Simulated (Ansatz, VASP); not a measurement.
## MgO in VASP and in Ansatz

```
CELL_PARAMETERS angstrom
3.52072 0.00000 0.00000
-1.76036 3.04903 0.00000
0.00000 0.00000 4.23744
ATOMIC_POSITIONS crystal
Mg 0.66667 0.33333 0.75000
Mg 0.33333 0.66667 0.25000
O 0.66667 0.33333 0.25000
O 0.33333 0.66667 0.75000
```

Alike in both runs: task single point; functional LDA; k mesh 6 × 6 × 6; occupations gaussian, width 0.02 eV; no spin polarisation.

|  | VASP | Ansatz |
| --- | --- | --- |
| version | VASP 6.6.1 | Ansatz 0.2.0 |
| potentials or method | VASP PAW LDA potentials, release 64 (Mg, O), cutoff 520 eV | scalar-relativistic, plane waves, PAW |
| valence electrons in the cell | 16 | 32 |

```tsv
	VASP	Ansatz	Ansatz less VASP
gap on the k mesh at the Fermi level (eV)	3.16	3.16	+0.005
least direct gap on the mesh (eV)	3.16	3.16	+0.005
pressure (GPa)	-9.7	-8.0	+1.68
traceless stress, the component that is largest in VASP (GPa)	-0.61	-0.74	-0.136
```

LDA's correlation is that of Perdew and Zunger in VASP and of Perdew and Wang (1992) in Ansatz. VASP's potentials hold 16 valence electrons a cell and Ansatz's 32, so a difference there can come from the potentials and not from the codes.
